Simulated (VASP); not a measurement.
# AlN (P6_3mc) in VASP: notebook

The runs below take AlN through single point, with LDA.

Program: VASP 6.6.1. These are calculated values, not measurements. Logs are shortened: lines on timing, memory, paths and dates and some standing lists are left out, and cuts for length are marked.

## 1. The cell of the first run

The structure is hexagonal, space group P6_3mc (No. 186). The conventional cell has a = 3.331 Å, b = 3.331 Å, c = 4.169 Å, α = 90.00°, β = 90.00°, γ = 120.00°. Al (site symmetry 3m) has 5 N at 1.88 to 2.28 Å within 2.5 Å. N (site symmetry 3m) has 5 Al at 1.88 to 2.28 Å within 2.5 Å.

## 2. Single point, LDA

INCAR

```
SYSTEM = AlN
PREC = Accurate
ENCUT = 520
EDIFF = 1E-6
ISMEAR = 0
SIGMA = 0.05
LREAL = .FALSE.
LASPH = .TRUE.
NELM = 60
ALGO = Normal
ISIF = 2
LWAVE = .FALSE.
LCHARG = .FALSE.
NBANDS = 16
```

KPOINTS

```
regular mesh
0
G
  9 9 6
  0 0 0
```

POSCAR

```
AlN
1.0
    3.3305662437      0.0000000000      0.0000000000
   -1.6652831218      2.8843549760      0.0000000000
    0.0000000000      0.0000000000      4.1691689022
Al N
2 2
Direct
    0.3333333333      0.6666666667      0.7664069085
    0.6666666667      0.3333333333      0.2664069085
    0.3333333333      0.6666666667      0.2183955428
    0.6666666667      0.3333333333      0.7183955428
```

Potentials or basis: VASP PAW LDA potentials, release 64 (Al, N).

Command:

```console
> cat potpaw_LDA.64/Al/POTCAR potpaw_LDA.64/N/POTCAR > POTCAR
> mpirun -np 1 vasp_std > vasp.out
```

OUTCAR:

```text
SYSTEM = AlN
   PREC = Accurate
   ENCUT = 520
   EDIFF = 1E-6
   ISMEAR = 0
   LREAL = .FALSE.
   LASPH = .TRUE.
   NELM = 60
   ISIF = 2

 ion  position               nearest neighbor table
   1  0.333  0.667  0.766-   3 1.88   4 1.93   4 1.93   4 1.93   3 2.28   2 2.84   2 2.84   2 2.84
                             2 2.84   2 2.84   2 2.84
   2  0.667  0.333  0.266-   4 1.88   3 1.93   3 1.93   3 1.93   4 2.28   1 2.84   1 2.84   1 2.84
                             1 2.84   1 2.84   1 2.84
   3  0.333  0.667  0.218-   1 1.88   2 1.93   2 1.93   2 1.93   1 2.28
   4  0.667  0.333  0.718-   2 1.88   1 1.93   1 1.93   1 1.93   2 2.28

  LATTYP: Found a hexagonal cell.
 ALAT       =     3.3305662437
 C/A-ratio  =     1.2517898150

  Lattice vectors:

 A1 = (   3.3305662437,   0.0000000000,   0.0000000000)
 A2 = (  -1.6652831218,   2.8843549760,   0.0000000000)
 A3 = (   0.0000000000,   0.0000000000,   4.1691689022)

Analysis of symmetry for initial positions (statically):
=====================================================================
 Subroutine PRICEL returns:
 Original cell was already a primitive cell.

 Routine SETGRP: Setting up the symmetry group for a
 hexagonal supercell.

 Subroutine GETGRP returns: Found 12 space group operations
 (whereof  6 operations were pure point group operations)
 out of a pool of 24 trial point group operations.

The static configuration has the point symmetry C_3v.
 The point group associated with its full space group is C_6v.

Analysis of symmetry for dynamics (positions and initial velocities):
=====================================================================
 Subroutine PRICEL returns:
 Original cell was already a primitive cell.

 Routine SETGRP: Setting up the symmetry group for a
 hexagonal supercell.

 Subroutine GETGRP returns: Found 12 space group operations
 (whereof  6 operations were pure point group operations)
 out of a pool of 24 trial point group operations.

The dynamic configuration has the point symmetry C_3v.
 The point group associated with its full space group is C_6v.

 Subroutine INISYM returns: Found 12 space group operations
 (whereof  6 operations are pure point group operations),
 and found     1 'primitive' translations

----------------------------------------------------------------------------------------

                                     Primitive cell

  volume of cell :      40.0513

  direct lattice vectors                    reciprocal lattice vectors
     3.330566244  0.000000000  0.000000000     0.300249245  0.173348982  0.000000000
    -1.665283122  2.884354976  0.000000000     0.000000000  0.346697965  0.000000000
     0.000000000  0.000000000  4.169168902     0.000000000  0.000000000  0.239855958

  length of vectors
     3.330566244  3.330566244  4.169168902     0.346697965  0.346697965  0.239855958

  position of ions in fractional coordinates (direct lattice)
     0.333333333  0.666666667  0.766406909
     0.666666667  0.333333333  0.266406909
     0.333333333  0.666666667  0.218395543
     0.666666667  0.333333333  0.718395543

  ion indices of the primitive-cell ions
   primitive index   ion index
                 1           1
                 2           2
                 3           3
                 4           4

----------------------------------------------------------------------------------------

 KPOINTS: regular mesh

Automatic generation of k-mesh.
 Grid dimensions read from file:
 generate k-points for:    9    9    6

 Generating k-lattice:

  Cartesian coordinates                     Fractional coordinates (reciprocal lattice)
     0.033361027  0.019260998  0.000000000     0.111111111 -0.000000000  0.000000000
     0.000000000  0.038521996  0.000000000     0.000000000  0.111111111  0.000000000
     0.000000000  0.000000000  0.039975993     0.000000000  0.000000000  0.166666667

  Length of vectors
     0.038521996  0.038521996  0.039975993

  Shift w.r.t. Gamma in fractional coordinates (k-lattice)
     0.000000000  0.000000000  0.000000000

 Subroutine IBZKPT returns following result:
 ===========================================

 Found     48 irreducible k-points:

 Following reciprocal coordinates:
            Coordinates               Weight
  0.000000  0.000000  0.000000      1.000000
  0.111111 -0.000000  0.000000      6.000000
  0.222222  0.000000  0.000000      6.000000
  0.333333 -0.000000  0.000000      6.000000
  0.444444  0.000000  0.000000      6.000000
  0.111111  0.111111  0.000000      6.000000
[... 16 lines left out ...]
  0.333333  0.222222  0.166667     24.000000
  0.333333  0.333333  0.166667      4.000000
 [... further k-points ...]
   k-points           NKPTS =     48   k-points in BZ     NKDIM =     48   number of bands    NBANDS=     16
   number of dos      NEDOS =    301   number of ions     NIONS =      4
   total plane-waves  NPLWV =  25088
   dimension x,y,z NGX =    28 NGY =   28 NGZ =   32
   dimension x,y,z NGXF=    56 NGYF=   56 NGZF=   64
   ions per type =               2   2
   NGX,Y,Z   is equivalent  to a cutoff of  13.98, 13.98, 12.76 a.u.
   NGXF,Y,Z  is equivalent  to a cutoff of  27.95, 27.95, 25.52 a.u.
 SYSTEM =  AlN
   PREC   = accura    normal or accurate (medium, high low for compatibility)
   ISTART =      0    job   : 0-new  1-cont  2-samecut
   ICHARG =      2    charge: 1-file 2-atom 10-const
   ISPIN  =      1    spin polarized calculation?
   LNONCOLLINEAR =      F non collinear calculations
   LSORBIT =      F    spin-orbit coupling
   LASPH  =      T    aspherical Exc in radial PAW
   ENCUT  =  520.0 eV  38.22 Ry    6.18 a.u.   6.19  6.19  7.75*2*pi/ulx,y,z
   NELM   =     60;   NELMIN=  2; NELMDL= -5     # of ELM steps
   EDIFF  = 0.1E-05   stopping-criterion for ELM
   LREAL  =      F    real-space projection
   EDIFFG = 0.1E-04   stopping-criterion for IOM
   NSW    =      0    number of steps for IOM
   IBRION =     -1    ionic relax: 0-MD 1-quasi-New 2-CG
   NFREE  =      0    steps in history (QN), initial steepest desc. (CG)
   ISIF   =      2    stress and relaxation
   ISYM   =      2    0-nonsym 1-usesym 2-fastsym
   POTIM  = 0.5000    time-step for ionic-motion
   TEBEG  =    0.0;   TEEND  =   0.0 temperature during run
   PSTRESS=    0.0 pullay stress
   NELECT =      16.0000    total number of electrons
   NUPDOWN=      -1.0000    fix difference up-down
   EMIN   =  10.00;   EMAX   =-10.00  energy-range for DOS
   EFERMI =   0.00;   METHOD = LEGACY
   ISMEAR =     0;   SIGMA  =   0.05  broadening in eV -4-tet -1-fermi 0-gaus
   EFERMI_NEDOS =   21; number of points for ismear=-14 and -15
   IALGO  =     38    algorithm
   IMIX   =      4    mixing-type and parameters
     AMIX     =   0.40;   BMIX     =  1.00
     AMIX_MAG =   1.60;   BMIX_MAG =  1.00
  volume/ion in A,a.u.               =      10.01        67.57
  Fermi-wavevector in a.u.,A,eV,Ry     =   1.205710  2.278461 19.779276  1.453736
  Thomas-Fermi vector in A             =   2.341398
   LORBIT       =      0    0 simple, 1 ext, 2 COOP (PROOUT), +10 PAW based schemes
   GGA     = CA    functional components
   LHFCALC =     F    Hartree Fock is set to
   AEXX    =    0.0000 exact exchange contribution
   IVDW    =     0    specifies the selected vdW correction
   LEPSILON=     F    determine dielectric tensor
   LRPA    =     F    only Hartree local field effects (RPA)
 non-spin polarized calculation
 Gauss-broadening in eV      SIGMA  =   0.05
  energy-cutoff  :      520.00
  volume of cell :       40.05
 maximum number of plane-waves:      1096
 NGX is ok and might be reduce to    28
   NGX = 13   NGY = 13   NGZ = 15

 number of electron      16.0000000 magnetization

 Free energy of the ion-electron system (eV)
  ---------------------------------------------------
  ext. energy  EPLUGINS =         0.00000000
  ---------------------------------------------------
  free energy    TOTEN  =       -32.31793795 eV

  energy without entropy =      -32.31793795  energy(sigma->0) =      -32.31793795

 E-fermi :   7.6426     XC(G=0): -11.4439

 val. band max:        7.3507058800   @ k =   0.0000   0.0000   0.0000
 cond. band min:      10.7805237798   @ k =   0.0000   0.0000   0.0000
 fundamental gap:      3.4298178998
 Fermi energy:         7.6426083866

 k-point     1 :       0.0000    0.0000    0.0000
  band No.  band energies     occupation
      1      -8.9948      2.00000
      2      -5.3027      2.00000
      3       0.8000      2.00000
      4       4.3330      2.00000
      5       4.3330      2.00000
      6       6.0243      2.00000
[... 8 lines left out ...]
     15      19.0816      0.00000
     16      19.3952      0.00000

 k-point     2 :       0.1111   -0.0000    0.0000
  band No.  band energies     occupation
      1      -8.8549      2.00000
      2      -5.3012      2.00000
      3       0.9480      2.00000
      4       3.8264      2.00000
      5       4.1305      2.00000
      6       5.5172      2.00000
[... 8 lines left out ...]
     15      18.7828      0.00000
     16      19.0288      0.00000

 k-point     3 :       0.2222    0.0000    0.0000
  band No.  band energies     occupation
      1      -8.4533      2.00000
      2      -5.3422      2.00000
      3       1.3754      2.00000
      4       2.7477      2.00000
      5       3.7184      2.00000
      6       4.6083      2.00000
[... 8 lines left out ...]
     15      17.8678      0.00000
     16      19.7586      0.00000

 k-point     4 :       0.3333   -0.0000    0.0000
  band No.  band energies     occupation
      1      -7.8567      2.00000
      2      -5.5332      2.00000
      3       1.7075      2.00000
      4       2.0916      2.00000
      5       3.3454      2.00000
      6       3.8214      2.00000
[... 8 lines left out ...]
     15      18.6606      0.00000
     16      20.2664      0.00000
[... 324 lines left out ...]
 k-point    22 :       0.2222    0.2222    0.1667
  band No.  band energies     occupation
      1      -7.3973      2.00000
      2      -5.7636      2.00000
      3       1.3544      2.00000
      4       1.7215      2.00000
      5       3.3311      2.00000
      6       3.8845      2.00000
[... 8 lines left out ...]
     15      19.2991      0.00000
     16      20.6036      0.00000

 k-point    23 :       0.3333    0.2222    0.1667
  band No.  band energies     occupation
      1      -6.8476      2.00000
      2      -6.0404      2.00000
      3       1.0707      2.00000
      4       1.8194      2.00000
      5       2.5535      2.00000
      6       4.3888      2.00000
[... 8 lines left out ...]
     15      19.1539      0.00000
     16      20.7013      0.00000

 k-point    24 :       0.3333    0.3333    0.1667
  band No.  band energies     occupation
      1      -6.3923      2.00000
      2      -6.3923      2.00000
      3       1.0823      2.00000
      4       2.0222      2.00000
      5       2.0222      2.00000
      6       4.6325      2.00000
[... 8 lines left out ...]
     15      18.7832      0.00000
     16      20.4666      0.00000

 [... further k-points ...]
[... 5 lines left out ...]
  --------------------------------------------------------------------------------------
  -------------------------------------------------------------------------------------
  Total       -3.0831054     -3.0831054      1.7340631     -0.0000000      0.0000000     -0.0000000
  in kB     -123.3339597   -123.3339597     69.3680055     -0.0000000      0.0000000     -0.0000000
  external PRESSURE =     -59.0999713 kB  Pullay stress =       0.0000000 kB

 VOLUME and BASIS-vectors are now :
 -----------------------------------------------------------------------------
  energy-cutoff  :      520.00
  volume of cell :       40.05
      direct lattice vectors                 reciprocal lattice vectors
     3.330566244  0.000000000  0.000000000     0.300249245  0.173348982  0.000000000
    -1.665283122  2.884354976  0.000000000     0.000000000  0.346697965  0.000000000
     0.000000000  0.000000000  4.169168902     0.000000000  0.000000000  0.239855958

 POSITION                                       TOTAL-FORCE (eV/Angst)
 -----------------------------------------------------------------------------------
     -0.00000      1.92290      3.19528        -0.000000     -0.000000     -0.750945
      1.66528      0.96145      1.11070         0.000000     -0.000000     -0.750945
     -0.00000      1.92290      0.91053        -0.000000      0.000000      0.750945
      1.66528      0.96145      2.99511         0.000000     -0.000000      0.750945
 -----------------------------------------------------------------------------------
    total drift:                               -0.000000      0.000000      0.000228

  FREE ENERGIE OF THE ION-ELECTRON SYSTEM (eV)
  ---------------------------------------------------
  free  energy   TOTEN  =       -32.3179379475 eV

  energy  without entropy=      -32.3179379475  energy(sigma->0) =      -32.31793795
```

Wall time 11 s (1 thread of Intel Xeon 6975P-C (Granite Rapids), shared host); peak memory 0.15 GiB.

Results:

- Free energy: -32.3179 eV
- Pressure: -5.9 GPa
- Largest force: 0.751 eV/Å
- Band gap on the k mesh: 3.43 eV, direct

Forces on the atoms (eV/Å):
```
Al   0.000  0.000 -0.751
Al   0.000  0.000 -0.751
N    0.000  0.000  0.751
N    0.000  0.000  0.751
```

A k mesh can miss the band edges.

## 3. Single point, LDA

INCAR

```
  PREC = Accurate
  ENCUT = 520
  EDIFF = 1E-6
  ISMEAR = 0
  SIGMA = 0.05
  LREAL = False
  LASPH = True
  NELM = 100
  ALGO = Normal
  ISIF = 2
  LWAVE = False
  LCHARG = False
  NBANDS = 16
```

KPOINTS

```
Automatic mesh
0
Gamma
  9 9 6
```

POSCAR

```
AlN
1.0
    3.3305662437      0.0000000000      0.0000000000
   -1.6652831218      2.8843549760      0.0000000000
    0.0000000000      0.0000000000      4.1691689022
Al N
2 2
Direct
    0.3333333333      0.6666666667      0.7773448474
    0.6666666667      0.3333333333      0.2773448474
    0.3333333333      0.6666666667      0.1973259047
    0.6666666667      0.3333333333      0.6973259047
```

Potentials or basis: VASP PAW LDA potentials, release 64 (Al, N).

Command:

```console
> cat potpaw_LDA.64/Al/POTCAR potpaw_LDA.64/N/POTCAR > POTCAR
> mpirun -np 1 vasp_std > vasp.out
```

Run time: 11 s. Hardware: 1 thread of Intel Xeon 6975P-C (Granite Rapids), shared host; peak memory 0.15 GiB.

The run converged. Its results:

| Property | Result |
| --- | --- |
| Free energy | -31.9112 eV |
| Pressure | 2.2 GPa |
| Largest force | 2.580 eV/Å |
| Band gap on the k mesh | 3.69 eV, direct |

Forces on the atoms (eV/Å):
```
Al   0.000  0.000 -2.580
Al   0.000  0.000 -2.580
N    0.000  0.000  2.580
N    0.000  0.000  2.580
```

Stress tensor (GPa, compression positive):
```
-15.64   0.00   0.00
  0.00 -15.64   0.00
  0.00   0.00  37.92
```

Levels at points of the mesh, in eV from the valence-band top:
| k point | band 6 | band 7 | band 8 | band 9 | band 10 | band 11 |
| --- | --- | --- | --- | --- | --- | --- |
| (0.00, 0.00, 0.00) | -1.02 | -1.02 | 0.00 | 3.69 | 4.51 | 8.55 |
| (0.00, 0.00, 0.50) | -1.88 | -1.88 | -1.88 | 5.67 | 5.67 | 8.76 |

Caveat: forces of over 1 eV/Å act on the atoms, so gaps and moduli don't describe the material at rest.

[end of part 1 of 2]
